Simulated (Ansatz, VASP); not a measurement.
TiO2 in VASP and in Ansatz

INCAR

```
  ALGO = Normal
  EDIFF = 1E-8
  ENCUT = 520
  GGA = PE
  ISIF = 2
  ISMEAR = -1
  LASPH = T
  LCHARG = F
  LEFG = T
  LREAL = F
  LWAVE = F
  NBANDS = 33
  NELM = 60
  PREC = Accurate
  SIGMA = 0.05
```

Contents of KPOINTS:

```
k-points
0
Gamma
  7 7 10
```

Contents of POSCAR:

```
TiO2
1.0
    4.6244247277      0.0000000000      0.0000000000
    0.0000000000      4.6244247277      0.0000000000
    0.0000000000      0.0000000000      2.9785965976
Ti O
2 4
Direct
    0.0000000000      0.0000000000      0.0000000000
    0.5000000000      0.5000000000      0.5000000000
    0.3060000000      0.3060000000      0.0000000000
    0.1940000000      0.8060000000      0.5000000000
    0.6940000000      0.6940000000      0.0000000000
    0.8060000000      0.1940000000      0.5000000000
```

Input for Ansatz:

```yaml
crystal:
  lattice:
    - [4.6244247277, 0.0, 0.0]
    - [0.0, 4.6244247277, 0.0]
    - [0.0, 0.0, 2.9785965976]
  atoms:
    - { symbol: Ti, position: [0.0, 0.0, 0.0] }
    - { symbol: Ti, position: [0.5, 0.5, 0.5] }
    - { symbol: O, position: [0.306, 0.306, 0.0] }
    - { symbol: O, position: [0.194, 0.806, 0.5] }
    - { symbol: O, position: [0.694, 0.694, 0.0] }
    - { symbol: O, position: [0.806, 0.194, 0.5] }
kpoints:
  mp_grid: { grid: [7, 7, 10] }
scf:
  occupations: { method: fermi_dirac, width: 0.05 }
hamiltonian:
  xc: pbe
  pseudopotentials: { kind: all_electron, datasets: crystal }
output:
  forces: true
  stress: true
  eigenvalues: true
  efg: { contact_densities: true }
```

Change from the starting cell: volume scaled by 1.02, crystal datasets.

Alike in both runs: task electric field gradients; functional PBE; k mesh 7 × 7 × 10; occupations fermi-dirac, width 0.05 eV; no spin polarisation.

```csv
,VASP,Ansatz
version,VASP 6.6.1,Ansatz 0.2.0
potentials or method,"VASP PAW PBE potentials, release 64 (Ti_sv, O), cutoff 520 eV","all-electron PAW with datasets made for the crystal, scalar-relativistic"
```

|  | VASP | Ansatz | Ansatz less VASP |
| --- | --- | --- | --- |
| gap on the k mesh at the Fermi level (eV) | 1.86 | 1.88 | +0.019 |
| pressure (GPa) | 1.3 | 0.7 | -0.66 |
| traceless stress, the component that is largest in VASP (GPa) | -1.19 | -1.43 | -0.239 |
| rms of the force components (eV/Å) | 0.073 | 0.060 | -0.0133 |
| size of Vzz on the site where it differs most (V/Å²) | 24.9 | 24.5 | -0.44 |

Atom by atom the forces differ by 0.013 eV/Å (rms over components). Ansatz ran all-electron here, and VASP with PAW potentials.
